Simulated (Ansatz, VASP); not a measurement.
## One calculation of TaN, two programs

Contents of INCAR:

```
PREC = Accurate
ENCUT = 520
EDIFF = 1E-6
ISMEAR = 0
SIGMA = 0.05
LREAL = F
LASPH = T
NELM = 60
ALGO = Normal
ISIF = 2
LWAVE = F
LCHARG = T
GGA = PE
LELF = T
LVHAR = T
NBANDS = 33
```

KPOINTS

```
regular mesh
0
Gamma
  12 12 14
```

Contents of POSCAR:

```
TaN
1.0
    5.1960000000      0.0000000000      0.0000000000
   -2.5980000000      4.4998680000      0.0000000000
    0.0000000000      0.0000000000      2.9110000000
Ta N
3 3
Direct
    0.3333333300      0.6666666700      0.5000000000
    0.6666666700      0.3333333300      0.5000000000
    0.0000000000      0.0000000000      0.0000000000
    0.3928500000      0.0000000000      0.0000000000
    0.6071500000      0.6071500000      0.0000000000
    0.0000000000      0.3928500000      0.0000000000
```

Input for Ansatz:

```yaml
crystal:
  lattice:
    - [5.196, 0.0, 0.0]
    - [-2.598, 4.499868, 0.0]
    - [0.0, 0.0, 2.911]
  atoms:
    - { symbol: Ta, position: [0.33333333, 0.66666667, 0.5] }
    - { symbol: Ta, position: [0.66666667, 0.33333333, 0.5] }
    - { symbol: Ta, position: [0.0, 0.0, 0.0] }
    - { symbol: "N", position: [0.39285, 0.0, 0.0] }
    - { symbol: "N", position: [0.60715, 0.60715, 0.0] }
    - { symbol: "N", position: [0.0, 0.39285, 0.0] }
basis:
  ecutwfc: 420
kpoints:
  mp_grid: { grid: [12, 12, 14] }
hamiltonian:
  xc: pbe
scf:
  occupations: { method: gaussian, width: 0.05 }
output:
  forces: true
  eigenvalues: true
  eigenstates:
    nscf_kmesh: { grid: [24, 24, 36] }
    top_band: c6
    de_dk: true
    localisation: true
  stress: true
checkpoint:
  write: ck
  compress: false
  write_wavefunctions: false
  write_every: 100000
```

Alike in both runs: task single point; functional PBE; k mesh 12 × 12 × 14; occupations gaussian, width 0.05 eV; no spin polarisation.

|  | VASP | Ansatz |
| --- | --- | --- |
| version | VASP 6.6.1 | Ansatz 0.2.0 |
| potentials or method | VASP PAW PBE potentials, release 64 (Ta_pv, N), cutoff 520 eV | scalar-relativistic, plane waves, PAW |
| valence electrons in the cell | 48 | 54 |

```csv
,VASP,Ansatz,Ansatz less VASP
pressure (GPa),5.7,4.9,-0.74
"traceless stress, the component that is largest in VASP (GPa)",-0.65,-0.58,+0.074
rms of the force components (eV/Å),0.016,0.013,-0.0030
```

Atom by atom the forces differ by 0.003 eV/Å (rms over components). The functional is the same, so the differences come from potentials, cutoffs and numerics. VASP's potentials hold 48 valence electrons a cell and Ansatz's 54, so a difference there can come from the potentials and not from the codes.

Spin-orbit coupling is off throughout.
